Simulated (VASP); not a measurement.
# Si2W (I4/mmm) in VASP: a series of runs

Si2W is run at these levels: LDA; tasks: single point.

Program: VASP 6.6.1. These are calculated values, not measurements. Logs are shortened: lines on timing, memory, paths and dates and some standing lists are left out, and cuts for length are marked.

## Step 1: The cell of the first run

The structure is tetragonal, space group I4/mmm (No. 139). Conventional cell: a = 3.185 Å, b = 3.185 Å, c = 7.772 Å, α = 90.00°, β = 90.00°, γ = 90.00°. Si (site symmetry 4mm) has 9 Si at 2.57 to 3.19 Å and 5 W at 2.59 to 2.60 Å within 3.4 Å. W (site symmetry 4/mmm) has 10 Si at 2.59 to 2.60 Å and 4 W at 3.19 Å within 3.4 Å.

## Step 2: Single point, LDA

INCAR reads:

```
PREC = Accurate
ENCUT = 520
EDIFF = 1E-6
ISMEAR = 0
SIGMA = 0.1
LREAL = False
LASPH = True
NELM = 60
ALGO = Normal
ISIF = 2
LWAVE = False
LCHARG = True
LELF = True
LVHAR = True
NBANDS = 18
```

KPOINTS reads:

```
regular mesh
0
Gamma
  18 18 18
```

POSCAR reads:

```
Si2W
1.0
   -1.5927292034      1.5927292034      3.8858470114
    1.5927292034     -1.5927292034      3.8858470114
    1.5927292034      1.5927292034     -3.8858470114
Si W
2 1
Direct
    0.3347075864      0.3347075864      0.0000000000
    0.6652924136      0.6652924136      0.0000000000
    0.0000000000      0.0000000000      0.0000000000
```

Potentials or basis: VASP PAW LDA potentials, release 64 (Si, W_sv).

On the command line:

```bash
$ cat potpaw_LDA.64/Si/POTCAR potpaw_LDA.64/W_sv/POTCAR > POTCAR
$ mpirun -np 1 vasp_std > vasp.out
```

OUTCAR:

```text
PREC = Accurate
   ENCUT = 520
   EDIFF = 1E-6
   ISMEAR = 0
   LREAL = False
   LASPH = True
   NELM = 60
   ISIF = 2

 ion  position               nearest neighbor table
   1  0.335  0.335  0.000-   2 2.57   3 2.59   3 2.59   3 2.59   3 2.59   3 2.60   2 2.61   2 2.61
                             2 2.61   2 2.61
   2  0.665  0.665  0.000-   1 2.57   3 2.59   3 2.59   3 2.59   3 2.59   3 2.60   1 2.61   1 2.61
                             1 2.61   1 2.61
   3  0.000  0.000  0.000-   2 2.59   2 2.59   2 2.59   1 2.59   2 2.59   1 2.59   1 2.59   1 2.59
                             1 2.60   2 2.60

  LATTYP: Found a body centered tetragonal cell.
 ALAT       =     3.1854584068
 C/A-ratio  =     2.4397411708

  Lattice vectors:

 A1 = (  -1.5927292034,   1.5927292034,   3.8858470114)
 A2 = (   1.5927292034,  -1.5927292034,   3.8858470114)
 A3 = (   1.5927292034,   1.5927292034,  -3.8858470114)

Analysis of symmetry for initial positions (statically):
=====================================================================
 Subroutine PRICEL returns:
 Original cell was already a primitive cell.

 Routine SETGRP: Setting up the symmetry group for a
 body centered tetragonal supercell.

 Subroutine GETGRP returns: Found 16 space group operations
 (whereof 16 operations were pure point group operations)
 out of a pool of 16 trial point group operations.

The static configuration has the point symmetry D_4h.

Analysis of symmetry for dynamics (positions and initial velocities):
=====================================================================
 Subroutine PRICEL returns:
 Original cell was already a primitive cell.

 Routine SETGRP: Setting up the symmetry group for a
 body centered tetragonal supercell.

 Subroutine GETGRP returns: Found 16 space group operations
 (whereof 16 operations were pure point group operations)
 out of a pool of 16 trial point group operations.

The dynamic configuration has the point symmetry D_4h.

 Subroutine INISYM returns: Found 16 space group operations
 (whereof 16 operations are pure point group operations),
 and found     1 'primitive' translations

----------------------------------------------------------------------------------------

                                     Primitive cell

  volume of cell :      39.4303

  direct lattice vectors                    reciprocal lattice vectors
    -1.592729203  1.592729203  3.885847011     0.000000000  0.313926560  0.128672075
     1.592729203 -1.592729203  3.885847011     0.313926560  0.000000000  0.128672075
     1.592729203  1.592729203 -3.885847011     0.313926560  0.313926560  0.000000000

  length of vectors
[... 88 lines left out ...]
   IBRION =     -1    ionic relax: 0-MD 1-quasi-New 2-CG
   NFREE  =      0    steps in history (QN), initial steepest desc. (CG)
   ISIF   =      2    stress and relaxation
   ISYM   =      2    0-nonsym 1-usesym 2-fastsym
   POTIM  = 0.5000    time-step for ionic-motion
   TEBEG  =    0.0;   TEEND  =   0.0 temperature during run
   PSTRESS=    0.0 pullay stress
   NELECT =      22.0000    total number of electrons
   NUPDOWN=      -1.0000    fix difference up-down
   EMIN   =  10.00;   EMAX   =-10.00  energy-range for DOS
   EFERMI =   0.00;   METHOD = LEGACY
   ISMEAR =     0;   SIGMA  =   0.10  broadening in eV -4-tet -1-fermi 0-gaus
   EFERMI_NEDOS =   21; number of points for ismear=-14 and -15
   IALGO  =     38    algorithm
   IMIX   =      4    mixing-type and parameters
     AMIX     =   0.40;   BMIX     =  1.00
     AMIX_MAG =   1.60;   BMIX_MAG =  1.00
  volume/ion in A,a.u.               =      13.14        88.70
  Fermi-wavevector in a.u.,A,eV,Ry     =   1.347739  2.546858 24.713636  1.816401
  Thomas-Fermi vector in A             =   2.475465
   LORBIT       =      0    0 simple, 1 ext, 2 COOP (PROOUT), +10 PAW based schemes
   GGA     = CA    functional components
   LHFCALC =     F    Hartree Fock is set to
   AEXX    =    0.0000 exact exchange contribution
   IVDW    =     0    specifies the selected vdW correction
   LEPSILON=     F    determine dielectric tensor
   LRPA    =     F    only Hartree local field effects (RPA)
 non-spin polarized calculation
 Gauss-broadening in eV      SIGMA  =   0.10
  energy-cutoff  :      520.00
  volume of cell :       39.43
 maximum number of plane-waves:      1079
 NGX is ok and might be reduce to    36
   NGX = 17   NGY = 17   NGZ = 17

 number of electron      21.9999999 magnetization

 Free energy of the ion-electron system (eV)
  ---------------------------------------------------
  ext. energy  EPLUGINS =         0.00000000
  ---------------------------------------------------
  free energy    TOTEN  =       -27.35681932 eV

  energy without entropy =      -27.35594959  energy(sigma->0) =      -27.35638445

 E-fermi :  12.2524     XC(G=0): -12.7662

 val. band max:       12.2290116865   @ k =  -0.3889   0.5000   0.3333
 cond. band min:      12.3103891299   @ k =  -0.4444   0.5000   0.2778
 fundamental gap:      0.0813774433
 Fermi energy:        12.2523640439

 k-point     1 :       0.0000    0.0000    0.0000
  band No.  band energies     occupation
      1     -61.0952      2.00000
      2     -25.6459      2.00000
      3     -25.6051      2.00000
      4     -25.6051      2.00000
      5      -1.9496      2.00000
      6       5.2711      2.00000
[... 481 lines left out ...]
      5      -1.0203      2.00000
      6       5.4408      2.00000
[... 10 lines left out ...]
     17      18.7225      0.00000
     18      20.5887      0.00000

 [... further k-points ...]

------------------------ aborting loop because EDIFF is reached ----------------------------------------

  FORCE on cell =-STRESS in cart. coord.  units (eV):
  Direction    XX          YY          ZZ          XY          YZ          ZX
  --------------------------------------------------------------------------------------
  -------------------------------------------------------------------------------------
  Total        0.1860234      0.1860234      0.1959621      0.0000000      0.0000000     -0.0000000
  in kB        7.5587267      7.5587267      7.9625660      0.0000000      0.0000000     -0.0000000
  external PRESSURE =       7.6933398 kB  Pullay stress =       0.0000000 kB

 VOLUME and BASIS-vectors are now :
 -----------------------------------------------------------------------------
  energy-cutoff  :      520.00
  volume of cell :       39.43
      direct lattice vectors                 reciprocal lattice vectors
    -1.592729203  1.592729203  3.885847011     0.000000000  0.313926560  0.128672075
     1.592729203 -1.592729203  3.885847011     0.313926560  0.000000000  0.128672075
     1.592729203  1.592729203 -3.885847011     0.313926560  0.313926560  0.000000000

 POSITION                                       TOTAL-FORCE (eV/Angst)
 -----------------------------------------------------------------------------------
      0.00000      0.00000      2.60124         0.000000      0.000000     -0.015405
      0.00000      0.00000      5.17045        -0.000000     -0.000000      0.015405
      0.00000      0.00000      0.00000        -0.000000     -0.000000     -0.000000
 -----------------------------------------------------------------------------------
    total drift:                               -0.000000      0.000000      0.000000

  FREE ENERGIE OF THE ION-ELECTRON SYSTEM (eV)
  ---------------------------------------------------
  free  energy   TOTEN  =       -27.3568193208 eV

  energy  without entropy=      -27.3559495859  energy(sigma->0) =      -27.35638445
```

Run time: 4.5 min. Hardware: 1 thread of Intel Xeon 6975P-C (Granite Rapids), shared host; peak memory 0.42 GiB.

What came out:

| Item | Value |
| --- | --- |
| Free energy | -27.3568 eV |
| Pressure | 0.8 GPa |
| Largest force | 0.015 eV/Å |
| Band gap on the k mesh | zero (bands 11 and 12 overlap by 1.32 eV) |

Forces in eV/Å, atoms in the order of the input:
```
Si   0.000  0.000 -0.015
Si   0.000  0.000  0.015
W    0.000  0.000  0.000
```

Caveat: spin-orbit coupling is left out, which moves the levels of the heavy elements.

## Step 3: Single point, LDA

INCAR is that of step 2.

KPOINTS is that of step 2.

POSCAR reads:

```
Si2W
1.0
   -1.5927292020      1.5927292020      3.8858470123
    1.5927292020     -1.5927292020      3.8858470123
    1.5927292020      1.5927292020     -3.8858470123
Si W
2 1
Direct
    0.3347075866      0.3347075866      0.0000000000
    0.6652924134      0.6652924134      0.0000000000
    0.0000000000      0.0000000000      0.0000000000
```

Potentials or basis: VASP PAW LDA potentials, release 64 (Si, W_sv).

On the command line:

```bash
$ cat potpaw_LDA.64/Si/POTCAR potpaw_LDA.64/W_sv/POTCAR > POTCAR
$ mpirun -np 1 vasp_std > vasp.out
```

Wall time 4.1 min (1 thread of Intel Xeon 6975P-C (Granite Rapids), shared host); peak memory 0.42 GiB.

The run converged. Its results:

- Free energy: -27.3568 eV
- Pressure: 0.8 GPa
- Largest force: 0.015 eV/Å
- Band gap on the k mesh: zero (bands 11 and 12 overlap by 1.32 eV)

Forces on the atoms (eV/Å):
```
Si   0.000  0.000 -0.015
Si   0.000  0.000  0.015
W    0.000  0.000  0.000
```

Levels at points of the mesh, in eV from the Fermi level:
| k point | band 8 | band 9 | band 10 | band 11 | band 12 | band 13 | band 14 | band 15 |
| --- | --- | --- | --- | --- | --- | --- | --- | --- |
| (0.00, 0.00, 0.00) | -3.47 | -2.89 | -2.89 | 0.62 | 2.91 | 2.93 | 3.19 | 3.19 |
| (0.50, 0.00, 0.00) | -4.85 | -2.86 | -2.86 | -0.47 | 2.76 | 2.85 | 4.01 | 4.58 |
| (0.50, 0.50, 0.00) | -5.45 | -5.07 | -3.35 | -1.66 | 2.91 | 3.02 | 3.21 | 3.98 |
| (0.50, 0.50, 0.50) | -2.64 | -0.79 | -0.79 | -0.53 | -0.53 | 0.81 | 4.57 | 5.08 |

Caveat: spin-orbit coupling is left out, which moves the levels of the heavy elements.
